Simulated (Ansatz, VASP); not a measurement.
Ca3Ti: VASP beside Ansatz

```
Ca Ti
1.0
     5.14967    0.00000    0.00000
     0.00000    5.14967    0.00000
     0.00000    0.00000    5.14967
Ca Ti
3 1
Direct
  0.00000 0.50000 0.50000
  0.50000 0.00000 0.50000
  0.50000 0.50000 0.00000
  0.00000 0.00000 0.00000
```

Alike in both runs: functional r2SCAN; k mesh 10 × 10 × 10; occupations gaussian, width 0.1 eV; no spin polarisation.

Ansatz relaxed the structure, and its values are those at the end. VASP's run is a single point on that final structure, the one shown.

```csv
,VASP,Ansatz
version,VASP 6.6.1,Ansatz 0.2.0
potentials or method,"VASP PAW PBE potentials, release 64 (Ca_sv, Ti_sv), cutoff 550 eV","scalar-relativistic, plane waves, PAW"
valence electrons in the cell,42,42
```

Ansatz gave:

| Quantity | Value |
| --- | --- |
| gap on the k mesh at the Fermi level (eV) | none |
| pressure (GPa) | 0.0 |

Estimate VASP's values.

gap on the k mesh at the Fermi level (eV): none; pressure (GPa): 0.1.

VASP's potentials were made for PBE, not for r2SCAN. A gap of «none» marks a metal or a gap that the smearing closes. With one functional, cell and mesh, what is left measures potentials, basis and numerics.
